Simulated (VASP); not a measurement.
A run of VASP 6.6.1 is set up as follows.

INCAR

```
  ALGO = Fast
  EDIFF = 1E-6
  ENCUT = 520
  GGA = PE
  ISIF = 2
  ISMEAR = 0
  LASPH = T
  LCHARG = T
  LELF = T
  LREAL = F
  LVHAR = T
  LWAVE = F
  NBANDS = 13
  NELM = 100
  PREC = Accurate
  SIGMA = 0.15
```

Contents of KPOINTS:

```
k-points
0
Gamma
  24 24 24
```

POSCAR

```
Ru
1.0
    0.0000000000      1.9689718290      1.8114540827
    1.9689718290      0.0000000000      1.8114540827
    1.9689718290      1.9689718290      0.0000000000
Ru
1
Direct
    0.0000000000      0.0000000000      0.0000000000
```

Potentials or basis: VASP PAW PBE potentials, release 64 (Ru_pv).

The run is started by

```sh
$ cat potpaw_PBE.64/Ru_pv/POTCAR > POTCAR
$ mpirun -np 1 vasp_std > vasp.out
```

(1) Estimate the pressure.

(2) What does it give for the band gap on the k mesh?

## Answers

(1) -3.8 GPa.

(2) zero (bands 7 and 8 overlap by 3.57 eV).

Caveat: the cell stands under tension.
